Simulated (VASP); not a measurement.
Pt: single point with PBE

Crystal: Pt.

```
Pt
1.0
     2.79076    0.00000    0.00000
    -1.39538    2.41687    0.00000
     0.00000    0.00000    9.31837
Pt
4
Cartesian
  -1.3954 2.4169 9.3184
  -1.3954 2.4169 4.6592
  0.0000 1.6112 2.3296
  1.3954 0.8056 6.9888
```

```json
{"Program": "VASP 6.6.1", "Task": "single point", "Functional": "PBE", "Potentials or basis": "VASP PAW PBE potentials, release 64 (Pt)", "Cutoff": "520 eV", "k mesh": "17 × 17 × 5", "Occupations": "fermi-dirac, width 0.1 eV", "Spin": "no spin polarisation", "Dipole correction": "no", "Further INCAR settings": "ALGO = Normal; EDIFF = 1e-07; NBANDS = 28"}
```

```
Pressure               : -0.5 GPa
Band gap on the k mesh : zero (band 20 reaches 10.85 eV, above the bottom of band 21 at 9.60 eV)
```

Stress tensor (GPa, compression positive):
```
-0.57  0.00  0.00
 0.00 -0.57  0.00
 0.00  0.00 -0.43
```

Levels at points of the mesh, in eV from the Fermi level:
| k point | band 18 | band 19 | band 20 | band 21 | band 22 | band 23 |
| --- | --- | --- | --- | --- | --- | --- |
| (0.00, 0.00, 0.00) | -1.28 | -1.28 | -0.86 | -0.86 | -0.49 | -0.12 |

Wall time 3.7 min on 1 thread of Intel Xeon 8259CL (shared host), peak memory 0.28 GiB.

Caveat: spin-orbit coupling is left out, which moves the levels of the heavy elements.
